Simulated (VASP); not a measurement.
# Hf in VASP: single point with PBE+D3(BJ)

Aim: the single point of Hf with PBE+D3(BJ).

Everything below comes from runs of VASP 6.6.1. Logs are shortened: lines on timing, memory, paths and dates and some standing lists are left out, and cuts for length are marked.

## 1. The cell of the first run

The cell holds a slab with vacuum, 3 atoms: a = 3.091 Å, b = 3.091 Å, c = 21.907 Å, α = 90.00°, β = 90.00°, γ = 120.00°.

## 2. Single point, PBE+D3(BJ)

The input, INCAR:

```
SYSTEM = Hf
PREC = Accurate
ENCUT = 400
EDIFF = 1E-6
ISMEAR = 1
SIGMA = 0.1
LREAL = .False.
LASPH = .True.
NELM = 120
ALGO = Normal
ISIF = 2
LWAVE = .False.
LCHARG = .False.
LDIPOL = .True.
IDIPOL = 3
DIPOL = 0.5 0.5 0.433
GGA = PE
IVDW = 12
NBANDS = 22
GGA_COMPAT = .False.
NELMDL = -8
```

The input, KPOINTS:

```
Automatic mesh
0
Gamma
  12 12 1
  0 0 0
```

The input, POSCAR:

```
Hf
1.0
    3.0912339468      0.0000000000      0.0000000000
   -1.5456169734      2.6770871269      0.0000000000
    0.0000000000      0.0000000000     21.9069152479
Hf
3
Direct
    0.6666666667      0.3333333333      0.3195338057
    0.3333333333      0.6666666667      0.4303902421
    0.6666666667      0.3333333333      0.5489083718
```

Potentials or basis: VASP PAW PBE potentials, release 64 (Hf_pv).

The run is started by

```sh
> cat potpaw_PBE.64/Hf_pv/POTCAR > POTCAR
> mpirun -np 1 vasp_std > vasp.out
```

OUTCAR:

```text
SYSTEM = Hf
   PREC = Accurate
   ENCUT = 400
   EDIFF = 1E-6
   ISMEAR = 1
   LREAL = .False.
   LASPH = .True.
   NELM = 120
   ISIF = 2
   GGA = PE
   IVDW = 12
   NELMDL = -8
 IVDW          = 12

 ion  position               nearest neighbor table
   1  0.667  0.333  0.320-   2 3.01   2 3.01   2 3.01
   2  0.333  0.667  0.430-   1 3.01   1 3.01   1 3.01   3 3.15   3 3.15   3 3.15
   3  0.667  0.333  0.549-   2 3.15   2 3.15   2 3.15

  LATTYP: Found a hexagonal cell.
 ALAT       =     3.0912339468
 C/A-ratio  =     7.0867865794

  Lattice vectors:

 A1 = (   3.0912339468,   0.0000000000,   0.0000000000)
 A2 = (  -1.5456169734,   2.6770871269,   0.0000000000)
 A3 = (   0.0000000000,   0.0000000000,  21.9069152479)

Analysis of symmetry for initial positions (statically):
=====================================================================
 Subroutine PRICEL returns:
 Original cell was already a primitive cell.

 Routine SETGRP: Setting up the symmetry group for a
 hexagonal supercell.

 Subroutine GETGRP returns: Found  6 space group operations
 (whereof  6 operations were pure point group operations)
 out of a pool of 24 trial point group operations.

The static configuration has the point symmetry C_3v.

Analysis of symmetry for dynamics (positions and initial velocities):
=====================================================================
 Subroutine PRICEL returns:
 Original cell was already a primitive cell.

 Routine SETGRP: Setting up the symmetry group for a
 hexagonal supercell.

 Subroutine GETGRP returns: Found  6 space group operations
 (whereof  6 operations were pure point group operations)
 out of a pool of 24 trial point group operations.

The dynamic configuration has the point symmetry C_3v.

 Subroutine INISYM returns: Found  6 space group operations
 (whereof  6 operations are pure point group operations),
 and found     1 'primitive' translations

----------------------------------------------------------------------------------------

                                     Primitive cell

  volume of cell :     181.2907

  direct lattice vectors                    reciprocal lattice vectors
     3.091233947  0.000000000  0.000000000     0.323495412  0.186770163  0.000000000
    -1.545616973  2.677087127  0.000000000     0.000000000  0.373540327  0.000000000
     0.000000000  0.000000000 21.906915248     0.000000000  0.000000000  0.045647687

  length of vectors
[... 84 lines left out ...]
   ISIF   =      2    stress and relaxation
   ISYM   =      2    0-nonsym 1-usesym 2-fastsym
   POTIM  = 0.5000    time-step for ionic-motion
   TEBEG  =    0.0;   TEEND  =   0.0 temperature during run
   PSTRESS=    0.0 pullay stress
   NELECT =      30.0000    total number of electrons
   NUPDOWN=      -1.0000    fix difference up-down
   EMIN   =  10.00;   EMAX   =-10.00  energy-range for DOS
   EFERMI =   0.00;   METHOD = LEGACY
   ISMEAR =     1;   SIGMA  =   0.10  broadening in eV -4-tet -1-fermi 0-gaus
   EFERMI_NEDOS =   21; number of points for ismear=-14 and -15
   IALGO  =     38    algorithm
   IMIX   =      4    mixing-type and parameters
     AMIX     =   0.40;   BMIX     =  1.00
     AMIX_MAG =   1.60;   BMIX_MAG =  1.00
  volume/ion in A,a.u.               =      60.43       407.80
  Fermi-wavevector in a.u.,A,eV,Ry     =   0.898787  1.698461 10.991029  0.807818
  Thomas-Fermi vector in A             =   2.021540
   LORBIT       =      0    0 simple, 1 ext, 2 COOP (PROOUT), +10 PAW based schemes
   GGA     = PE    functional components
   LHFCALC =     F    Hartree Fock is set to
   AEXX    =    0.0000 exact exchange contribution
   IVDW    =    12    specifies the selected vdW correction
   LEPSILON=     F    determine dielectric tensor
   LRPA    =     F    only Hartree local field effects (RPA)
 non-spin polarized calculation
 Methfessel and Paxton  Order N= 1 SIGMA  =   0.10
  energy-cutoff  :      400.00
  volume of cell :      181.29
 maximum number of plane-waves:      3333
   NGX = 11   NGY = 11   NGZ = 71

 dipolmoment           0.000000      0.000000      0.004298 electrons x Angstroem

 number of electron      30.0000002 magnetization

 dipolmoment           0.000000      0.000000     -0.007655 electrons x Angstroem

 Free energy of the ion-electron system (eV)
  ---------------------------------------------------
  ext. energy  EPLUGINS =         0.00000000
  ---------------------------------------------------
  free energy    TOTEN  =       -27.81502777 eV

  energy without entropy =      -27.81290406  energy(sigma->0) =      -27.81431987

 E-fermi :  -0.8769     XC(G=0):  -4.9783

 val. band max:       -0.8803539965   @ k =   0.5000   0.0000   0.0000
 cond. band min:      -0.8460154786   @ k =   0.0833  -0.0000   0.0000
 fundamental gap:      0.0343385178
 Fermi energy:        -0.8768804921

 k-point     1 :       0.0000    0.0000    0.0000
  band No.  band energies     occupation
      1     -31.7033      2.00000
      2     -31.5275      2.00000
      3     -31.0305      2.00000
      4     -31.0305      2.00000
      5     -30.9702      2.00000
      6     -30.9702      2.00000
[... 464 lines left out ...]
     21       3.0390      0.00000
     22       3.4241      0.00000

------------------------ aborting loop because EDIFF is reached ----------------------------------------

 vacuum level on the upper side and lower side of the slab       (xc-potential included)        -0.308        -0.133

 Edisp (eV)   -0.93931

 E8    (eV) :    -0.5246

  FORCE on cell =-STRESS in cart. coord.  units (eV):
  Direction    XX          YY          ZZ          XY          YZ          ZX
  --------------------------------------------------------------------------------------
  -------------------------------------------------------------------------------------
  Total      -0.09688    -0.09688    -0.59905     0.00000     0.00000    -0.00000
  in kB      -0.85622    -0.85622    -5.29418     0.00000     0.00000    -0.00000
  external pressure =       -2.34 kB  Pullay stress =        0.00 kB

 VOLUME and BASIS-vectors are now :
 -----------------------------------------------------------------------------
  energy-cutoff  :      400.00
  volume of cell :      181.29
      direct lattice vectors                 reciprocal lattice vectors
     3.091233947  0.000000000  0.000000000     0.323495412  0.186770163  0.000000000
    -1.545616973  2.677087127  0.000000000     0.000000000  0.373540327  0.000000000
     0.000000000  0.000000000 21.906915248     0.000000000  0.000000000  0.045647687

 POSITION                                       TOTAL-FORCE (eV/Angst)
 -----------------------------------------------------------------------------------
      1.54562      0.89236      7.00000        -0.000000     -0.000000     -0.126160
     -0.00000      1.78472      9.42852         0.000000     -0.000000      0.457545
      1.54562      0.89236     12.02489         0.000000      0.000000     -0.331385
 -----------------------------------------------------------------------------------
    total drift:                                0.000000     -0.000000     -0.000620

  FREE ENERGIE OF THE ION-ELECTRON SYSTEM (eV)
  ---------------------------------------------------
  free  energy   TOTEN  =       -28.7543414794 eV

  energy  without entropy=      -28.7522177698  energy(sigma->0) =      -28.75363358

 vacuum level on the upper side and lower side of the slab         3.175         3.348
```

OSZICAR:

```text
N       E                     dE             d eps       ncg     rms          rms(c)
DAV:   1     0.815533709845E+02    0.81553E+02   -0.15081E+04  1180   0.922E+02
DAV:   2    -0.243269143360E+02   -0.10588E+03   -0.10059E+03  1068   0.221E+02
DAV:   3    -0.302484006854E+02   -0.59215E+01   -0.56707E+01  1074   0.389E+01
[... 31 lines left out ...]
DAV:  35    -0.278150229795E+02   -0.26343E-05   -0.14469E-06   608   0.703E-03    0.104E-02
DAV:  36    -0.278150244080E+02   -0.14286E-05   -0.64837E-07   604   0.373E-03    0.102E-02
DAV:  37    -0.278150256751E+02   -0.12671E-05   -0.57197E-07   538   0.249E-03    0.617E-03
DAV:  38    -0.278150272315E+02   -0.15564E-05   -0.28156E-07   546   0.152E-03    0.448E-03
DAV:  39    -0.278150277701E+02   -0.53853E-06   -0.50189E-08   436   0.103E-03
   1 F= -.28754341E+02 E0= -.28753634E+02  d E =-.212371E-02
```

Wall time 2.7 min (1 thread of Intel Xeon 8259CL, shared host); peak memory 0.25 GiB.

What came out:

```
Free energy                : -28.7543 eV
Largest force              : 0.458 eV/Å
Band gap on the k mesh     : zero (bands 15 and 16 overlap by 0.87 eV)
Dispersion energy per atom : -0.313 eV
```

Forces on the atoms (eV/Å):
```
Hf   0.000  0.000 -0.126
Hf   0.000  0.000  0.458
Hf   0.000  0.000 -0.331
```

Caveat: spin-orbit coupling is left out, which moves the levels of the heavy elements.

The gap in the log of VASP goes by the Fermi energy; the results here count the filled bands.